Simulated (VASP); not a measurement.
# Hf (I4/mmm) in VASP: further runs

Runs on Hf. Level: r2SCAN. Tasks: single point.

Everything below comes from runs of VASP 6.6.1. Logs are shortened: lines on timing, memory, paths and dates and some standing lists are left out, and cuts for length are marked.

### Step 1. The cell of the first run

It takes space group I4/mmm (No. 139, tetragonal). Conventional cell: a = 3.610 Å, b = 3.610 Å, c = 3.249 Å, α = 90.00°, β = 90.00°, γ = 90.00°. Within 4.0 Å of Hf (site symmetry 4/mmm) lie 14 Hf at 3.03 to 3.61 Å.

### Step 2. Single point, r2SCAN (strain -0.1000 x Voigt [1, 0, 0, 0, 0, 0])

Contents of POSCAR:

```
Hf
1.0
   -1.6245000000      1.8050000000      1.8050000000
    1.6245000000     -1.8050000000      1.8050000000
    1.6245000000      1.8050000000     -1.8050000000
Hf
1
Direct
    0.0000000000      0.0000000000      0.0000000000
```

Contents of INCAR.step1:

```
PREC     = Accurate       # precision mode
ENCUT    = 520            # plane-wave cutoff, eV
ISMEAR   = 0              # smearing method
SIGMA    = 0.15           # smearing width, eV
LREAL    = False          # projectors in reciprocal space
LASPH    = True           # aspherical terms in the spheres
NELM     = 60             # most SCF steps
NBANDS   = 11             # bands
GGA      = PE             # functional
ALGO     = Normal         # electronic algorithm
EDIFF    = 1E-4           # SCF threshold, eV
LWAVE    = True           # write WAVECAR
LCHARG   = False          # write CHGCAR
```

Contents of INCAR.step2:

```
PREC     = Accurate       # precision mode
ENCUT    = 520            # plane-wave cutoff, eV
EDIFF    = 1E-6           # SCF threshold, eV
ISMEAR   = 0              # smearing method
SIGMA    = 0.15           # smearing width, eV
LREAL    = False          # projectors in reciprocal space
LASPH    = True           # aspherical terms in the spheres
NELM     = 60             # most SCF steps
ALGO     = Normal         # electronic algorithm
ISIF     = 2              # what is computed and relaxed
LWAVE    = False          # write WAVECAR
LCHARG   = False          # write CHGCAR
METAGGA  = R2SCAN         # meta-GGA
LMIXTAU  = True         
NBANDS   = 11             # bands
ISTART   = 1
```

Contents of KPOINTS:

```
Automatic mesh
0
Gamma
  18 18 18
```

Potentials or basis: VASP PAW PBE potentials, release 64 (Hf_pv).

Command:

```sh
> cat potpaw_PBE.64/Hf_pv/POTCAR > POTCAR
> cp INCAR.step1 INCAR
> mpirun -np 1 vasp_std > vasp.out
> cp INCAR.step2 INCAR
> mpirun -np 1 vasp_std > vasp.out
```

OUTCAR:

```text
PREC = Accurate
   ENCUT = 520
   EDIFF = 1E-6
   ISMEAR = 0
   LREAL = False
   LASPH = True
   NELM = 60
   ISIF = 2
   METAGGA = R2SCAN
   ISTART = 1

 ion  position               nearest neighbor table
   1  0.000  0.000  0.000-

  LATTYP: Found a body centered tetragonal cell.
 ALAT       =     3.6100000000
 C/A-ratio  =     0.9000000000

  Lattice vectors:

 A1 = (  -1.6245000000,   1.8050000000,  -1.8050000000)
 A2 = (  -1.6245000000,  -1.8050000000,   1.8050000000)
 A3 = (   1.6245000000,   1.8050000000,   1.8050000000)

Analysis of symmetry for initial positions (statically):
=====================================================================
 Subroutine PRICEL returns:
 Original cell was already a primitive cell.

 Routine SETGRP: Setting up the symmetry group for a
 body centered tetragonal supercell.

 Subroutine GETGRP returns: Found 16 space group operations
 (whereof 16 operations were pure point group operations)
 out of a pool of 16 trial point group operations.

The static configuration has the point symmetry D_4h.

Analysis of symmetry for dynamics (positions and initial velocities):
=====================================================================
 Subroutine PRICEL returns:
 Original cell was already a primitive cell.

 Routine SETGRP: Setting up the symmetry group for a
 body centered tetragonal supercell.

 Subroutine GETGRP returns: Found 16 space group operations
 (whereof 16 operations were pure point group operations)
 out of a pool of 16 trial point group operations.

The dynamic configuration has the point symmetry D_4h.

 Subroutine INISYM returns: Found 16 space group operations
 (whereof 16 operations are pure point group operations),
 and found     1 'primitive' translations

----------------------------------------------------------------------------------------

                                     Primitive cell

  volume of cell :      21.1706

  direct lattice vectors                    reciprocal lattice vectors
    -1.624500000  1.805000000  1.805000000     0.000000000  0.277008310  0.277008310
     1.624500000 -1.805000000  1.805000000     0.307787011  0.000000000  0.277008310
     1.624500000  1.805000000 -1.805000000     0.307787011  0.277008310  0.000000000

  length of vectors
     3.025731358  3.025731358  3.025731358     0.391748909  0.414085074  0.414085074

  position of ions in fractional coordinates (direct lattice)
     0.000000000  0.000000000  0.000000000

  ion indices of the primitive-cell ions
   primitive index   ion index
                 1           1

----------------------------------------------------------------------------------------

 KPOINTS: Automatic mesh

Automatic generation of k-mesh.
 Grid dimensions read from file:
 generate k-points for:   18   18   18

 Generating k-lattice:

  Cartesian coordinates                     Fractional coordinates (reciprocal lattice)
     0.000000000  0.015389351  0.015389351     0.055555556  0.000000000  0.000000000
     0.017099278  0.000000000  0.015389351     0.000000000  0.055555556  0.000000000
     0.017099278  0.015389351  0.000000000     0.000000000  0.000000000  0.055555556

  Length of vectors
     0.021763828  0.023004726  0.023004726

  Shift w.r.t. Gamma in fractional coordinates (k-lattice)
     0.000000000  0.000000000  0.000000000

 Subroutine IBZKPT returns following result:
 ===========================================

 Found    480 irreducible k-points:

 Following reciprocal coordinates:
            Coordinates               Weight
  0.000000  0.000000  0.000000      1.000000
  0.055556  0.000000  0.000000      4.000000
  0.111111  0.000000  0.000000      4.000000
  0.166667  0.000000  0.000000      4.000000
  0.222222  0.000000  0.000000      4.000000
  0.277778  0.000000  0.000000      4.000000
[... 16 lines left out ...]
  0.166667  0.111111  0.000000     16.000000
  0.222222  0.111111  0.000000     16.000000
 [... further k-points ...]
   k-points           NKPTS =    480   k-points in BZ     NKDIM =    480   number of bands    NBANDS=     11
   number of dos      NEDOS =    301   number of ions     NIONS =      1
   total plane-waves  NPLWV =  13824
   dimension x,y,z NGX =    24 NGY =   24 NGZ =   24
   dimension x,y,z NGXF=    48 NGYF=   48 NGZF=   48
   ions per type =               1
   NGX,Y,Z   is equivalent  to a cutoff of  13.19, 13.19, 13.19 a.u.
   NGXF,Y,Z  is equivalent  to a cutoff of  26.37, 26.37, 26.37 a.u.
 SYSTEM =  unknown system
   PREC   = accura    normal or accurate (medium, high low for compatibility)
   ISTART =      1    job   : 0-new  1-cont  2-samecut
   ICHARG =      0    charge: 1-file 2-atom 10-const
   ISPIN  =      1    spin polarized calculation?
   LNONCOLLINEAR =      F non collinear calculations
   LSORBIT =      F    spin-orbit coupling
   LASPH  =      T    aspherical Exc in radial PAW
   ENCUT  =  520.0 eV  38.22 Ry    6.18 a.u.   5.63  5.63  5.63*2*pi/ulx,y,z
   NELM   =     60;   NELMIN=  2; NELMDL=  0     # of ELM steps
   EDIFF  = 0.1E-05   stopping-criterion for ELM
   LREAL  =      F    real-space projection
   EDIFFG = 0.1E-04   stopping-criterion for IOM
   NSW    =      0    number of steps for IOM
   IBRION =     -1    ionic relax: 0-MD 1-quasi-New 2-CG
   NFREE  =      0    steps in history (QN), initial steepest desc. (CG)
   ISIF   =      2    stress and relaxation
   ISYM   =      2    0-nonsym 1-usesym 2-fastsym
   POTIM  = 0.5000    time-step for ionic-motion
   TEBEG  =    0.0;   TEEND  =   0.0 temperature during run
   PSTRESS=    0.0 pullay stress
   NELECT =      10.0000    total number of electrons
   NUPDOWN=      -1.0000    fix difference up-down
   EMIN   =  10.00;   EMAX   =-10.00  energy-range for DOS
   EFERMI =   0.00;   METHOD = LEGACY
   ISMEAR =     0;   SIGMA  =   0.15  broadening in eV -4-tet -1-fermi 0-gaus
   EFERMI_NEDOS =   21; number of points for ismear=-14 and -15
   IALGO  =     38    algorithm
   IMIX   =      4    mixing-type and parameters
     AMIX     =   0.40;   BMIX     =  1.00
     AMIX_MAG =   1.60;   BMIX_MAG =  1.00
  volume/ion in A,a.u.               =      21.17       142.87
  Fermi-wavevector in a.u.,A,eV,Ry     =   1.274961  2.409326 22.116607  1.625525
  Thomas-Fermi vector in A             =   2.407700
   LORBIT       =      0    0 simple, 1 ext, 2 COOP (PROOUT), +10 PAW based schemes
   METAGGA = R2SCAN    functional components
   LHFCALC =     F    Hartree Fock is set to
   AEXX    =    0.0000 exact exchange contribution
   IVDW    =     0    specifies the selected vdW correction
   LEPSILON=     F    determine dielectric tensor
   LRPA    =     F    only Hartree local field effects (RPA)
 non-spin polarized calculation
 Gauss-broadening in eV      SIGMA  =   0.15
  energy-cutoff  :      520.00
  volume of cell :       21.17
 maximum number of plane-waves:       584
   NGX = 11   NGY = 11   NGZ = 11

 number of electron      10.0000001 magnetization

 Free energy of the ion-electron system (eV)
  ---------------------------------------------------
  ext. energy  EPLUGINS =         0.00000000
  ---------------------------------------------------
  free energy    TOTEN  =       -44.96178127 eV

  energy without entropy =      -44.94376435  energy(sigma->0) =      -44.95277281

 E-fermi :   4.8658     XC(G=0): -12.4489

 val. band max:        4.8655480053   @ k =   0.2778   0.3889   0.0000
 cond. band min:       4.8678231646   @ k =   0.2222   0.4444   0.0556
 fundamental gap:      0.0022751593
 Fermi energy:         4.8657799420

 k-point     1 :       0.0000    0.0000    0.0000
  band No.  band energies     occupation
      1     -25.9214      2.00000
      2     -25.9214      2.00000
      3     -25.8897      2.00000
      4      -2.7291      2.00000
      5       5.8003      0.00000
      6       7.2245      0.00000
      7       7.2245      0.00000
      8       8.5848      0.00000
      9      10.5065      0.00000
     10      17.1831      0.00000
     11      18.5104      0.00000

 k-point     2 :       0.0556    0.0000    0.0000
  band No.  band energies     occupation
      1     -25.9543      2.00000
      2     -25.9203      2.00000
      3     -25.8977      2.00000
      4      -2.6115      2.00000
      5       5.7925      0.00000
      6       7.1533      0.00000
      7       7.3393      0.00000
      8       8.4530      0.00000
      9      10.4646      0.00000
     10      17.1825      0.00000
     11      18.6463      0.00000

 k-point     3 :       0.1111    0.0000    0.0000
  band No.  band energies     occupation
      1     -26.0482      2.00000
      2     -25.9206      2.00000
      3     -25.9171      2.00000
      4      -2.2690      2.00000
      5       5.7381      0.00000
      6       6.9561      0.00000
      7       7.6804      0.00000
      8       8.1689      0.00000
      9      10.3568      0.00000
     10      17.1825      0.00000
     11      18.9852      0.00000

 k-point     4 :       0.1667    0.0000    0.0000
  band No.  band energies     occupation
      1     -26.1893      2.00000
      2     -25.9554      2.00000
      3     -25.9122      2.00000
      4      -1.7339      2.00000
      5       5.5675      0.00000
      6       6.6738      0.00000
      7       7.9609      0.00000
      8       8.2368      0.00000
      9      10.2239      0.00000
     10      17.1825      0.00000
     11      19.2899      0.00000

 k-point     5 :       0.2222    0.0000    0.0000
  band No.  band energies     occupation
      1     -26.3582      2.00000
      2     -25.9977      2.00000
      3     -25.9062      2.00000
      4      -1.0628      2.00000
      5       5.2792      0.00010
      6       6.3548      0.00000
      7       7.9619      0.00000
      8       8.9888      0.00000
      9      10.1066      0.00000
     10      17.1824      0.00000
     11      19.1766      0.00000
[... 211 lines left out ...]
 k-point    21 :       0.0556    0.1111    0.0000
  band No.  band energies     occupation
      1     -26.1188      2.00000
      2     -25.9749      2.00000
      3     -25.9200      2.00000
      4      -1.8813      2.00000
      5       5.6456      0.00000
      6       6.6734      0.00000
      7       7.6581      0.00000
      8       8.4652      0.00000
      9      10.1495      0.00000
     10      17.1825      0.00000
     11      19.6874      0.00000

 k-point    22 :       0.1111    0.1111    0.0000
  band No.  band energies     occupation
      1     -26.2453      2.00000
      2     -25.9923      2.00000
      3     -25.9352      2.00000
      4      -1.3634      2.00000
      5       5.4039      0.00000
      6       6.3633      0.00000
      7       7.9888      0.00000
      8       8.5863      0.00000
      9      10.2085      0.00000
     10      17.1824      0.00000
     11      20.0497      0.00000

 k-point    23 :       0.1667    0.1111    0.0000
  band No.  band energies     occupation
      1     -26.3934      2.00000
      2     -26.0300      2.00000
      3     -25.9413      2.00000
      4      -0.7045      2.00000
      5       5.0857      0.03812
      6       6.0607      0.00000
      7       8.0408      0.00000
      8       9.3136      0.00000
      9      10.2180      0.00000
     10      17.1824      0.00000
     11      19.5079      0.00000

 k-point    24 :       0.2222    0.1111    0.0000
  band No.  band energies     occupation
      1     -26.5454      2.00000
      2     -26.0794      2.00000
      3     -25.9401      2.00000
      4       0.0184      2.00000
      5       4.7832      1.56398
      6       5.7951      0.00000
      7       8.1576      0.00000
      8      10.1145      0.00000
      9      10.3303      0.00000
     10      17.1822      0.00000
     11      18.4582      0.00000

 [... further k-points ...]

------------------------ aborting loop because EDIFF is reached ----------------------------------------

  FORCE on cell =-STRESS in cart. coord.  units (eV):
  Direction    XX          YY          ZZ          XY          YZ          ZX
  --------------------------------------------------------------------------------------
  -------------------------------------------------------------------------------------
  Total        0.3709345      0.7674684      0.7674684      0.0000000      0.0000000     -0.0000000
  in kB       28.0720201     58.0813864     58.0813864      0.0000000      0.0000000     -0.0000000
  external PRESSURE =      48.0782643 kB  Pullay stress =       0.0000000 kB

 VOLUME and BASIS-vectors are now :
 -----------------------------------------------------------------------------
  energy-cutoff  :      520.00
  volume of cell :       21.17
      direct lattice vectors                 reciprocal lattice vectors
    -1.624500000  1.805000000  1.805000000     0.000000000  0.277008310  0.277008310
     1.624500000 -1.805000000  1.805000000     0.307787011  0.000000000  0.277008310
     1.624500000  1.805000000 -1.805000000     0.307787011  0.277008310  0.000000000

 POSITION                                       TOTAL-FORCE (eV/Angst)
 -----------------------------------------------------------------------------------
      0.00000      0.00000      0.00000        -0.000000      0.000000     -0.000000
 -----------------------------------------------------------------------------------
    total drift:                               -0.000000      0.000000      0.000000

  FREE ENERGIE OF THE ION-ELECTRON SYSTEM (eV)
  ---------------------------------------------------
  free  energy   TOTEN  =       -44.9617812667 eV

  energy  without entropy=      -44.9437643548  energy(sigma->0) =      -44.95277281
```

Wall time 12 min (1 thread of Intel Xeon 8259CL, shared host); peak memory 0.21 GiB.

Results:

| Item | Value |
| --- | --- |
| Free energy | -44.9618 eV |
| Pressure | 4.8 GPa |
| Band gap on the k mesh | zero (bands 5 and 6 overlap by 2.19 eV) |

Caveat: the cell differs from its parent crystal (strain -0.1000 x Voigt [1, 0, 0, 0, 0, 0]); the cell stands under pressure; the PAW data sets were made with another functional, which shifts forces and pressure a little; spin-orbit coupling is left out, which moves the levels of the heavy elements.

### Step 3. Single point, r2SCAN (strain -0.0750 x Voigt [1, 0, 0, 0, 0, 0])

Contents of POSCAR:

```
Hf
1.0
   -1.6696250000      1.8050000000      1.8050000000
    1.6696250000     -1.8050000000      1.8050000000
    1.6696250000      1.8050000000     -1.8050000000
Hf
1
Direct
    0.0000000000      0.0000000000      0.0000000000
```

Contents of INCAR.step1:

```
SYSTEM = Hf
  PREC = Accurate
  ENCUT = 520
  ISMEAR = 0
  SIGMA = 0.15
  LREAL = .False.
  LASPH = .True.
  NELM = 80
  NBANDS = 11
  GGA = PE
  ALGO = Normal
  EDIFF = 1E-4
  LWAVE = .True.
  LCHARG = .False.
```

Contents of INCAR.step2:

```
SYSTEM = Hf
  PREC = Accurate
  ENCUT = 520
  EDIFF = 1E-7
  ISMEAR = 0
  SIGMA = 0.15
  LREAL = .False.
  LASPH = .True.
  NELM = 80
  ALGO = Normal
  ISIF = 2
  LWAVE = .False.
  LCHARG = .True.
  METAGGA = R2SCAN
  LMIXTAU = .True.
  LELF = .True.
  LVHAR = .True.
  NBANDS = 11
  ISTART = 1
```

Contents of KPOINTS:

```
Automatic mesh
0
Gamma
  18 18 18
  0 0 0
```

Potentials or basis: VASP PAW PBE potentials, release 64 (Hf_pv).

Command:

```sh
> cat potpaw_PBE.64/Hf_pv/POTCAR > POTCAR
> cp INCAR.step1 INCAR
> mpirun -np 1 vasp_std > vasp.out
> cp INCAR.step2 INCAR
> mpirun -np 1 vasp_std > vasp.out
```

Wall time 17 min (1 thread of Intel Xeon 8259CL, shared host); peak memory 0.21 GiB.

The run converged. Its results:

```yaml
Free_energy: -44.9651 eV
Pressure: 1.7 GPa
Band_gap_on_the_k_mesh: zero (bands 5 and 6 overlap by 2.38 eV)
```

Stress tensor (GPa, compression positive):
```
-0.84  0.00  0.00
 0.00  3.04  0.00
 0.00  0.00  3.04
```

Levels at points of the mesh, in eV from the Fermi level:
| k point | band 3 | band 4 | band 5 | band 6 | band 7 | band 8 |
| --- | --- | --- | --- | --- | --- | --- |
| (0.00, 0.00, 0.00) | -30.87 | -7.50 | 1.15 | 2.16 | 2.16 | 3.94 |
| (0.50, 0.00, 0.00) | -30.86 | -3.67 | 0.27 | 0.62 | 3.72 | 5.21 |
| (0.00, 0.50, 0.00) | -30.92 | -3.54 | -0.76 | 1.15 | 4.65 | 6.17 |
| (0.50, 0.50, 0.50) | -31.41 | -2.95 | -2.76 | 7.06 | 7.06 | 7.23 |

Caveat: the cell differs from its parent crystal (strain -0.0750 x Voigt [1, 0, 0, 0, 0, 0]); the PAW data sets were made with another functional, which shifts forces and pressure a little; spin-orbit coupling is left out, which moves the levels of the heavy elements.
